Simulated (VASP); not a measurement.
Input of a VASP 6.6.1 run:

Contents of POSCAR:

```
GaN
1.0
    0.0000000000      2.2535000000      2.2535000000
    2.2535000000      0.0000000000      2.2535000000
    2.2535000000      2.2535000000      0.0000000000
Ga N
1 1
Direct
    0.0000000000      0.0000000000      0.0000000000
    0.2500000000      0.2500000000      0.2500000000
```

File INCAR.step1:

```
PREC = Accurate ; ENCUT = 1460
ISMEAR = 0 ; SIGMA = 0.01
LREAL = False ; LASPH = True
NELM = 120 ; NBANDS = 16
GGA = PE ; ALGO = Normal
EDIFF = 1E-5 ; LWAVE = True
LCHARG = False ; GGA_COMPAT = False
```

File INCAR.step2:

```
PREC = Accurate ; ENCUT = 1460
EDIFF = 1E-6 ; ISMEAR = 0
SIGMA = 0.01 ; LREAL = False
LASPH = True ; NELM = 120
ALGO = Normal ; ISIF = 2
LWAVE = False ; LCHARG = False
METAGGA = R2SCAN ; LMIXTAU = True
NBANDS = 16 ; ISTART = 1
GGA_COMPAT = False
```

The input KPOINTS:

```
regular mesh
0
Gamma
  8 8 8
```

Potentials or basis: VASP PAW PBE potentials, release 64 (Ga_d, N_h).

Run with:

```bash
$ cat potpaw_PBE.64/Ga_d/POTCAR potpaw_PBE.64/N_h/POTCAR > POTCAR
$ cp INCAR.step1 INCAR
$ mpirun -np 1 vasp_std > vasp.out
$ cp INCAR.step2 INCAR
$ mpirun -np 1 vasp_std > vasp.out
```

Q: Estimate the band gap on the k mesh.

A: 2.12 eV.

Q: Predict the pressure.

A: -0.1 GPa.

Caveat: the PAW data sets were made with another functional, which shifts forces and pressure a little.
